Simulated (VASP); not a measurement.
# NaBe5H (P6/mmm) in VASP: a series of runs

NaBe5H is run at these levels: PBE; tasks: single point, relaxation of cell and atoms.

Everything below comes from runs of VASP 6.6.1. Logs are shortened: lines on timing, memory, paths and dates and some standing lists are left out, and cuts for length are marked.

### Step 1. The cell of the first run

The structure is hexagonal, space group P6/mmm (No. 191). Conventional cell: a = 3.967 Å, b = 3.967 Å, c = 5.833 Å, α = 90.00°, β = 90.00°, γ = 120.00°. Within 2.5 Å of Na (site symmetry 6/mmm) lie 8 Be at 1.91 to 1.98 Å. Within 2.6 Å of Be (site symmetry mmm) lie 4 Be at 1.98 Å and 2 Na at 1.98 Å. Be (site symmetry 6mm) has 1 H at 1.01 Å within 1.4 Å. H (site symmetry 6/mmm) has 2 Be at 1.01 Å within 1.4 Å.

The cell was built from a structure type or drawn by symmetry, and may not be a known phase.

### Step 2. Single point, PBE

The input, INCAR:

```
SYSTEM = NaBe5H
  PREC = Accurate
  ENCUT = 520
  EDIFF = 1E-6
  ISMEAR = 0
  SIGMA = 0.1
  LREAL = .FALSE.
  LASPH = .TRUE.
  NELM = 100
  ALGO = Normal
  ISIF = 2
  LWAVE = .FALSE.
  LCHARG = .FALSE.
  GGA = PE
  NBANDS = 18
```

The input, KPOINTS:

```
regular mesh
0
G
  6 6 4
  0 0 0
```

The input, POSCAR:

```
NaBe5H
1.0
    3.9669567400      0.0000000000      0.0000000000
   -1.9834783700      3.4354853100      0.0000000000
    0.0000000000      0.0000000000      5.8325664900
Na Be H
1 5 1
Direct
    0.0000000000      0.0000000000      0.5000000000
    0.5000000000      0.0000000000      0.5000000000
    0.0000000000      0.5000000000      0.5000000000
    0.5000000000      0.5000000000      0.5000000000
    0.0000000000      0.0000000000      0.1724799600
    0.0000000000      0.0000000000      0.8275200400
    0.0000000000      0.0000000000      0.0000000000
```

Potentials or basis: VASP PAW PBE potentials, release 64 (Na_pv, Be, H).

Command:

```sh
$ cat potpaw_PBE.64/Na_pv/POTCAR potpaw_PBE.64/Be/POTCAR potpaw_PBE.64/H/POTCAR > POTCAR
$ mpirun -np 1 vasp_std > vasp.out
```

OUTCAR:

```text
SYSTEM = NaBe5H
   PREC = Accurate
   ENCUT = 520
   EDIFF = 1E-6
   ISMEAR = 0
   LREAL = .FALSE.
   LASPH = .TRUE.
   NELM = 100
   ISIF = 2
   GGA = PE

 ion  position               nearest neighbor table
   1  0.000  0.000  0.500-   5 1.91   6 1.91   3 1.98   4 1.98   3 1.98   4 1.98   2 1.98   2 1.98

   2  0.500  0.000  0.500-   3 1.98   4 1.98   4 1.98   3 1.98   1 1.98   1 1.98
   3  0.000  0.500  0.500-   1 1.98   2 1.98   1 1.98   2 1.98   4 1.98   4 1.98
   4  0.500  0.500  0.500-   1 1.98   2 1.98   2 1.98   1 1.98   3 1.98   3 1.98
   5  0.000  0.000  0.172-   7 1.01   1 1.91   6 2.01
   6  0.000  0.000  0.828-   7 1.01   1 1.91   5 2.01
   7  0.000  0.000  0.000-   5 1.01   6 1.01

  LATTYP: Found a hexagonal cell.
 ALAT       =     3.9669567400
 C/A-ratio  =     1.4702873947

  Lattice vectors:

 A1 = (   3.9669567400,   0.0000000000,   0.0000000000)
 A2 = (  -1.9834783700,   3.4354853100,   0.0000000000)
 A3 = (   0.0000000000,   0.0000000000,   5.8325664900)

Analysis of symmetry for initial positions (statically):
=====================================================================
 Subroutine PRICEL returns:
 Original cell was already a primitive cell.

 Routine SETGRP: Setting up the symmetry group for a
 hexagonal supercell.

 Subroutine GETGRP returns: Found 24 space group operations
 (whereof 24 operations were pure point group operations)
 out of a pool of 24 trial point group operations.

The static configuration has the point symmetry D_6h.

Analysis of symmetry for dynamics (positions and initial velocities):
=====================================================================
 Subroutine PRICEL returns:
 Original cell was already a primitive cell.

 Routine SETGRP: Setting up the symmetry group for a
 hexagonal supercell.

 Subroutine GETGRP returns: Found 24 space group operations
 (whereof 24 operations were pure point group operations)
 out of a pool of 24 trial point group operations.

The dynamic configuration has the point symmetry D_6h.

 Subroutine INISYM returns: Found 24 space group operations
 (whereof 24 operations are pure point group operations),
 and found     1 'primitive' translations

----------------------------------------------------------------------------------------

                                     Primitive cell

  volume of cell :      79.4887

  direct lattice vectors                    reciprocal lattice vectors
     3.966956740  0.000000000  0.000000000     0.252082406  0.145539845  0.000000000
    -1.983478370  3.435485310  0.000000000     0.000000000  0.291079690  0.000000000
     0.000000000  0.000000000  5.832566490     0.000000000  0.000000000  0.171451110

  length of vectors
     3.966956740  3.966956738  5.832566490     0.291079690  0.291079690  0.171451110

  position of ions in fractional coordinates (direct lattice)
     0.000000000  0.000000000  0.500000000
     0.500000000  0.000000000  0.500000000
     0.000000000  0.500000000  0.500000000
     0.500000000  0.500000000  0.500000000
     0.000000000  0.000000000  0.172479960
     0.000000000  0.000000000  0.827520040
     0.000000000  0.000000000  0.000000000

  ion indices of the primitive-cell ions
   primitive index   ion index
                 1           1
                 2           2
                 3           3
                 4           4
                 5           5
                 6           6
                 7           7

----------------------------------------------------------------------------------------

 KPOINTS: regular mesh

Automatic generation of k-mesh.
 Grid dimensions read from file:
 generate k-points for:    6    6    4

 Generating k-lattice:

  Cartesian coordinates                     Fractional coordinates (reciprocal lattice)
     0.042013734  0.024256641  0.000000000     0.166666667  0.000000000  0.000000000
     0.000000000  0.048513282  0.000000000     0.000000000  0.166666667  0.000000000
     0.000000000  0.000000000  0.042862778     0.000000000  0.000000000  0.250000000

  Length of vectors
[... 45 lines left out ...]
   NGX = 15   NGY = 15   NGZ = 21

 number of electron      18.0000017 magnetization

 Free energy of the ion-electron system (eV)
  ---------------------------------------------------
  ext. energy  EPLUGINS =         0.00000000
  ---------------------------------------------------
  free energy    TOTEN  =        -6.04793887 eV

  energy without entropy =       -6.03335245  energy(sigma->0) =       -6.04064566

 E-fermi :   3.2324     XC(G=0):  -8.6856

 val. band max:        3.1787607266   @ k =   0.1667   0.0000   0.2500
 cond. band min:       3.2486376735   @ k =   0.3333   0.0000   0.5000
 fundamental gap:      0.0698769469
 Fermi energy:         3.2324325360

 k-point     1 :       0.0000    0.0000    0.0000
  band No.  band energies     occupation
      1     -22.3072      2.00000
      2     -22.3072      2.00000
      3     -22.2726      2.00000
      4      -6.8533      2.00000
      5      -4.3454      2.00000
      6      -0.8853      2.00000
[... 10 lines left out ...]
     17       8.9754      0.00000
     18       9.4862      0.00000

 k-point     2 :       0.1667    0.0000    0.0000
  band No.  band energies     occupation
      1     -22.3047      2.00000
      2     -22.3034      2.00000
      3     -22.2711      2.00000
      4      -6.7594      2.00000
      5      -4.1142      2.00000
      6      -0.5963      2.00000
[... 10 lines left out ...]
     17       9.3411      0.00000
     18      10.1051      0.00000

 k-point     3 :       0.3333    0.0000    0.0000
  band No.  band energies     occupation
      1     -22.2997      2.00000
      2     -22.2958      2.00000
      3     -22.2680      2.00000
      4      -6.5654      2.00000
      5      -3.4115      2.00000
      6      -0.7635      2.00000
[... 349 lines left out ...]
 k-point    20 :       0.3333    0.1667    0.5000
  band No.  band energies     occupation
      1     -22.2963      2.00000
      2     -22.2929      2.00000
      3     -22.2668      2.00000
      4      -6.4582      2.00000
      5      -2.6561      2.00000
      6      -1.2685      2.00000
[... 10 lines left out ...]
     17       9.8048      0.00000
     18      10.6137      0.00000

 k-point    21 :       0.3333    0.3333    0.5000
  band No.  band energies     occupation
      1     -22.2930      2.00000
      2     -22.2930      2.00000
      3     -22.2661      2.00000
      4      -6.4151      2.00000
      5      -1.5772      2.00000
      6      -1.5772      2.00000
[... 10 lines left out ...]
     17       9.1053      0.00000
     18      12.4603      0.00000

------------------------ aborting loop because EDIFF is reached ----------------------------------------

  FORCE on cell =-STRESS in cart. coord.  units (eV):
  Direction    XX          YY          ZZ          XY          YZ          ZX
  --------------------------------------------------------------------------------------
  -------------------------------------------------------------------------------------
  Total       20.0866875     20.0866874     26.8292863      0.0000000     -0.0000000      0.0000000
  in kB      404.8681806    404.8681800    540.7723084      0.0000000     -0.0000000      0.0000000
  external PRESSURE =     450.1695563 kB  Pullay stress =       0.0000000 kB

 VOLUME and BASIS-vectors are now :
 -----------------------------------------------------------------------------
  energy-cutoff  :      520.00
  volume of cell :       79.49
      direct lattice vectors                 reciprocal lattice vectors
     3.966956740  0.000000000  0.000000000     0.252082406  0.145539845  0.000000000
    -1.983478370  3.435485310  0.000000000     0.000000000  0.291079690  0.000000000
     0.000000000  0.000000000  5.832566490     0.000000000  0.000000000  0.171451110

 POSITION                                       TOTAL-FORCE (eV/Angst)
 -----------------------------------------------------------------------------------
      0.00000      0.00000      2.91628        -0.000000     -0.000000     -0.000000
      1.98348      0.00000      2.91628        -0.000000     -0.000000     -0.000000
     -0.99174      1.71774      2.91628        -0.000000     -0.000000     -0.000000
      0.99174      1.71774      2.91628        -0.000000     -0.000000     -0.000000
      0.00000      0.00000      1.00600         0.000000      0.000000      7.162081
      0.00000      0.00000      4.82657         0.000000      0.000000     -7.162081
      0.00000      0.00000      0.00000        -0.000000     -0.000000     -0.000000
 -----------------------------------------------------------------------------------
    total drift:                               -0.000000      0.000000      0.000000

  FREE ENERGIE OF THE ION-ELECTRON SYSTEM (eV)
  ---------------------------------------------------
  free  energy   TOTEN  =        -6.0479388672 eV

  energy  without entropy=       -6.0333524506  energy(sigma->0) =       -6.04064566
```

Run time: 21 s. Hardware: 1 thread of Intel Xeon 6975P-C (Granite Rapids), shared host; peak memory 0.19 GiB.

Results:

| Item | Value |
| --- | --- |
| Free energy | -6.0479 eV |
| Pressure | 45.0 GPa |
| Largest force | 7.162 eV/Å |
| Band gap on the k mesh | zero (bands 9 and 10 overlap by 1.03 eV) |

Forces on the atoms (eV/Å):
```
Na   0.000  0.000  0.000
Be   0.000  0.000  0.000
Be   0.000  0.000  0.000
Be   0.000  0.000  0.000
Be   0.000  0.000  7.162
Be   0.000  0.000 -7.162
H    0.000  0.000  0.000
```

Levels at points of the mesh, in eV from the Fermi level:
```tsv
k point	band 5	band 6	band 7	band 8	band 9	band 10	band 11	band 12	band 13	band 14
(0.00, 0.00, 0.00)	-7.58	-4.12	-2.38	-0.07	-0.07	1.29	3.79	3.79	4.39	4.39
(0.50, 0.00, 0.00)	-5.55	-5.39	-2.05	-1.73	-1.25	-0.61	0.04	2.63	3.56	3.72
(0.00, 0.00, 0.50)	-7.77	-3.96	-2.37	0.29	0.29	1.75	1.91	1.91	4.69	4.69
(0.50, 0.00, 0.50)	-5.44	-5.36	-2.94	-2.06	-1.19	-0.07	0.72	3.34	3.89	3.99
```

Caveat: the cell stands under pressure; forces of over 1 eV/Å act on the atoms, so gaps and moduli don't describe the material at rest.

### Step 3. Single point, PBE

This run uses another cell than the first one, of 20.61 Å³/atom.

The input, INCAR:

```
PREC = Accurate
ENCUT = 520
EDIFF = 1E-6
ISMEAR = 0
SIGMA = 0.1
LREAL = F
LASPH = T
NELM = 100
ALGO = Normal
ISIF = 2
LWAVE = F
LCHARG = F
GGA = PE
NBANDS = 18
```

The input, KPOINTS:

```
regular mesh
0
Gamma
  6 6 4
```

The input, POSCAR:

```
NaBe5H
1.0
    4.7660616110      0.0000000000      0.0000000000
   -2.3830308055      4.1275304311      0.0000000000
    0.0000000000      0.0000000000      7.3335224282
Na Be H
1 5 1
Direct
    0.0000000000      0.0000000000      0.5000000000
    0.5000000000      0.0000000000      0.5000000000
    0.0000000000      0.5000000000      0.5000000000
    0.5000000000      0.5000000000      0.5000000000
    0.0000000000      0.0000000000      0.1932912781
    0.0000000000      0.0000000000      0.8067087219
    0.0000000000      0.0000000000      0.0000000000
```

Potentials or basis: VASP PAW PBE potentials, release 64 (Na_pv, Be, H).

Command:

```sh
$ cat potpaw_PBE.64/Na_pv/POTCAR potpaw_PBE.64/Be/POTCAR potpaw_PBE.64/H/POTCAR > POTCAR
$ mpirun -np 1 vasp_std > vasp.out
```

Run time: 34 s. Hardware: 1 thread of Intel Xeon 6975P-C (Granite Rapids), shared host; peak memory 0.26 GiB.

The run converged. Its results:

```yaml
Free_energy: -12.6390 eV
Pressure: 0.3 GPa
Largest_force: 0.017 eV/Å
Band_gap_on_the_k_mesh: zero (bands 9 and 10 overlap by 0.90 eV)
```

Forces in eV/Å, atoms in the order of the input:
```
Na   0.000  0.000  0.000
Be   0.000  0.000  0.000
Be   0.000  0.000  0.000
Be   0.000  0.000  0.000
Be   0.000  0.000 -0.017
Be   0.000  0.000  0.017
H    0.000  0.000  0.000
```

Stress tensor (GPa, compression positive):
```
0.27 0.00 0.00
0.00 0.27 0.00
0.00 0.00 0.35
```

Levels at points of the mesh, in eV from the Fermi level:
```csv
k point,band 7,band 8,band 9,band 10,band 11,band 12
"(0.00, 0.00, 0.00)",-1.40,-0.09,-0.09,0.62,2.43,2.43
"(0.50, 0.00, 0.00)",-1.54,-1.51,-0.70,-0.62,0.70,2.06
"(0.00, 0.00, 0.50)",-1.40,-0.26,0.01,0.01,1.91,1.91
"(0.50, 0.00, 0.50)",-1.62,-1.16,-0.92,-0.58,1.18,1.28
```

### Step 4. Relaxation of cell and atoms, PBE

The input, INCAR:

```
SYSTEM = NaBe5H
ALGO = Normal
EDIFF = 1E-7
EDIFFG = -0.04
ENCUT = 600
GGA = PE
IBRION = 2
ISIF = 3
ISMEAR = 0
LASPH = .TRUE.
LCHARG = .FALSE.
LREAL = .FALSE.
LWAVE = .FALSE.
NELM = 80
NSW = 90
PREC = Accurate
SIGMA = 0.1
```

The input, KPOINTS:

```
k-points
0
G
  6 6 4
  0 0 0
```

The input, POSCAR:

```
NaBe5H
1.0
    3.9669567400      0.0000000000      0.0000000000
   -1.9834783700      3.4354853100      0.0000000000
    0.0000000000      0.0000000000      5.8325664900
Na Be H
1 5 1
Direct
    0.0000000000      0.0000000000      0.5000000000
    0.5000000000      0.0000000000      0.5000000000
    0.0000000000      0.5000000000      0.5000000000
    0.5000000000      0.5000000000      0.5000000000
    0.0000000000      0.0000000000      0.1724799600
    0.0000000000      0.0000000000      0.8275200400
    0.0000000000      0.0000000000      0.0000000000
```

Command:

```sh
$ cat potpaw_PBE.64/Na_pv/POTCAR potpaw_PBE.64/Be/POTCAR potpaw_PBE.64/H/POTCAR > POTCAR
$ mpirun -np 1 vasp_std > vasp.out
```

Run time: 2 min. Hardware: 1 thread of Intel Xeon 6975P-C (Granite Rapids), shared host; peak memory 0.22 GiB.

Results (log left out):

```
Free energy                           : -12.6160 eV
Relaxed volume                        : 20.72 Å³/atom
Relaxed cell                          : a = 4.773 Å, b = 4.773 Å, c = 7.352 Å, α = 90.00°, β = 90.00°, γ = 120.00°
Space group after relaxing (to 0.1 Å) : P6/mmm (No. 191)
Energy gained by relaxing             : 938.0 meV/atom
Ionic steps                           : 11
Pressure after relaxing               : 0.1 GPa
Largest force after relaxing          : 0.022 eV/Å
Band gap on the k mesh                : zero (bands 9 and 10 overlap by 0.90 eV)
```

Forces on the atoms (eV/Å):
```
Na   0.000  0.000  0.000
Be   0.000  0.000  0.000
Be   0.000  0.000  0.000
Be   0.000  0.000  0.000
Be   0.000  0.000 -0.022
Be   0.000  0.000  0.022
H    0.000  0.000  0.000
```

The path:
| step | energy change (eV) | largest force (eV/Å) | pressure (GPa) | volume (Å³) |
| --- | --- | --- | --- | --- |
| 1 | 0.0000 | 7.1601 | 45.05 | 79.49 |
| 2 | -5.1124 | 4.0922 | 6.71 | 122.11 |
| 3 | -5.1442 | 3.6795 | 8.76 | 116.41 |
| 4 | -5.1334 | 3.9451 | 7.48 | 119.83 |
| 5 | -6.3917 | 1.3047 | 0.51 | 142.78 |
| 6 | -6.4638 | 0.7994 | -0.72 | 150.23 |
| 7 | -6.4660 | 0.7364 | -0.87 | 151.35 |
| 8 | -6.5385 | 0.4370 | -0.41 | 147.85 |
| 9 | -6.5650 | 0.0458 | 0.19 | 144.29 |
| 10 | -6.5651 | 0.0635 | 0.16 | 144.43 |
| 11 | -6.5658 | 0.0222 | 0.07 | 145.02 |

Final structure:
```cif
data_structure
_symmetry_space_group_name_H-M 'P 1'
_symmetry_Int_Tables_number 1
_cell_length_a 4.7725
_cell_length_b 4.7725
_cell_length_c 7.3520
_cell_angle_alpha 90.000
_cell_angle_beta 90.000
_cell_angle_gamma 120.000
_cell_volume 145.02
loop_
_atom_site_label
_atom_site_type_symbol
_atom_site_fract_x
_atom_site_fract_y
_atom_site_fract_z
_atom_site_occupancy
Na1 Na 0.00000 0.00000 0.50000 1
Be1 Be 0.50000 0.00000 0.50000 1
Be2 Be 0.00000 0.50000 0.50000 1
Be3 Be 0.50000 0.50000 0.50000 1
Be4 Be 0.00000 0.00000 0.19334 1
Be5 Be 0.00000 0.00000 0.80666 1
H1 H 0.00000 0.00000 0.00000 1
```

Levels at points of the mesh, in eV from the Fermi level:
| k point | band 7 | band 8 | band 9 | band 10 | band 11 | band 12 |
| --- | --- | --- | --- | --- | --- | --- |
| (0.00, 0.00, 0.00) | -1.39 | -0.09 | -0.09 | 0.61 | 2.41 | 2.41 |
| (0.50, 0.00, 0.00) | -1.55 | -1.50 | -0.70 | -0.61 | 0.70 | 2.06 |
| (0.00, 0.00, 0.50) | -1.39 | -0.28 | 0.01 | 0.01 | 1.91 | 1.91 |
| (0.50, 0.00, 0.50) | -1.62 | -1.15 | -0.93 | -0.58 | 1.18 | 1.25 |

Caveat: the volume moved by over 15 % at a fixed basis, so the end points are rough.

### Step 5. Single point, PBE

This run uses another cell than the first one, of 20.99 Å³/atom.

The input, INCAR:

```
SYSTEM = NaBe5H
ALGO = Normal
EDIFF = 1E-6
ENCUT = 520
GGA = PE
ISIF = 2
ISMEAR = 0
LASPH = .TRUE.
LCHARG = .FALSE.
LREAL = .FALSE.
LWAVE = .FALSE.
NBANDS = 18
NELM = 60
PREC = Accurate
SIGMA = 0.1
```

The input, KPOINTS:

```
k-points
0
G
  12 12 6
  0 0 0
```

The input, POSCAR:

```
NaBe5H
1.0
    4.7993561525      0.0000000000      0.0000000000
   -2.3996780762      4.1563643498      0.0000000000
    0.0000000000      0.0000000000      7.3655981734
Na Be H
1 5 1
Direct
    0.0000000000      0.0000000000      0.5000000000
    0.5000000000      0.0000000000      0.5000000000
    0.0000000000      0.5000000000      0.5000000000
    0.5000000000      0.5000000000      0.5000000000
    0.0000000000      0.0000000000      0.1931077783
    0.0000000000      0.0000000000      0.8068922217
    0.0000000000      0.0000000000      0.0000000000
```

Command:

```sh
$ cat potpaw_PBE.64/Na_pv/POTCAR potpaw_PBE.64/Be/POTCAR potpaw_PBE.64/H/POTCAR > POTCAR
$ mpirun -np 1 vasp_std > vasp.out
```

Run time: 94 s. Hardware: 1 thread of Intel Xeon 6975P-C (Granite Rapids), shared host; peak memory 0.36 GiB.

Results (log left out):

```
Free energy            : -12.5955 eV
Pressure               : 0.0 GPa
Largest force          : 0.004 eV/Å
Band gap on the k mesh : zero (bands 9 and 10 overlap by 0.95 eV)
```

Forces in eV/Å, atoms in the order of the input:
```
Na   0.000  0.000  0.000
Be   0.000  0.000  0.000
Be   0.000  0.000  0.000
Be   0.000  0.000  0.000
Be   0.000  0.000 -0.004
Be   0.000  0.000  0.004
H    0.000  0.000  0.000
```

Levels at points of the mesh, in eV from the Fermi level:
```tsv
k point	band 6	band 7	band 8	band 9	band 10	band 11	band 12	band 13
(0.00, 0.00, 0.00)	-2.87	-1.26	-0.02	-0.02	0.64	2.44	2.44	2.62
(0.50, 0.00, 0.00)	-4.13	-1.50	-1.40	-0.63	-0.52	0.74	2.09	2.44
(0.00, 0.00, 0.50)	-2.37	-1.26	-0.25	0.09	0.09	1.92	1.92	2.46
(0.50, 0.00, 0.50)	-4.26	-1.52	-1.07	-0.87	-0.51	1.21	1.29	2.61
```

### Step 6. The runs side by side

| task | cell | k mesh | cutoff (eV) | gap on the mesh (eV) | pressure (GPa) | largest force (eV/Å) |
| --- | --- | --- | --- | --- | --- | --- |
| single point | a = 3.967, b = 3.967, c = 5.833 Å, angles 90.0, 90.0, 120.0°, 7 atoms, atomic positions A | 6 × 6 × 4 | 520 | none | 45.0 | 7.16 |
| single point | a = 4.766, b = 4.766, c = 7.334 Å, angles 90.0, 90.0, 120.0°, 7 atoms, atomic positions B | 6 × 6 × 4 | 520 | none | 0.3 | 0.02 |
| relaxation of cell and atoms | relaxed from a = 3.967, b = 3.967, c = 5.833 Å, angles 90.0, 90.0, 120.0°, 7 atoms, atomic positions A | 6 × 6 × 4 | 600 | none | 0.1 | 0.02 |
| single point | a = 4.799, b = 4.799, c = 7.366 Å, angles 90.0, 90.0, 120.0°, 7 atoms, atomic positions B | 12 × 12 × 6 | 520 | none | 0.0 | - |

Alike in all rows: level PBE; potentials or basis VASP PAW PBE potentials, release 64 (Na_pv, Be, H); no spin polarisation; smearing gaussian 0.1 eV.

Caveats: the cell stands under pressure (at least some runs); forces of over 1 eV/Å act on the atoms, so gaps and moduli don't describe the material at rest (at least some runs); the volume moved by over 15 % at a fixed basis, so the end points are rough (at least some runs).

Total energies depend on the potentials used, so only differences within one code and one set of settings carry meaning.
